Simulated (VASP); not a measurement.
Runs of VASP 6.6.1 on Mg. The structure is that of space group I4/mmm (No. 139), or close to it. The cells are those of the table. 

```tsv
cell	gap on the mesh (eV)	pressure (GPa)
a = 3.160 Å, angles 107.5, 107.5, 113.4°, 1 atom	none	-1.8
a = 3.191 Å, angles 112.5, 112.5, 103.5°, 1 atom	none	-2.4
a = 3.182 Å, angles 104.6, 104.6, 119.6°, 1 atom	none	-1.3
a = 3.226 Å, angles 103.3, 103.3, 122.6°, 1 atom	none	(a)
a = 3.195 Å, angles 106.0, 106.0, 116.6°, 1 atom	none	(b)
a = 3.208 Å, angles 104.6, 104.6, 119.6°, 1 atom	none	-2.0
a = 3.199 Å, angles 103.3, 103.3, 122.6°, 1 atom	none	-0.8
```

Alike in all rows: task single point; level PBE; potentials or basis VASP PAW PBE potentials, release 64 (Mg); no spin polarisation; k mesh 20 × 20 × 20; cutoff (eV) 520; smearing gaussian 0.15 eV.

Task: Fill in the values left out.

Result: (a) -1.5; (b) -2.3.

A gap of «none» marks levels without a gap at the run's occupations.
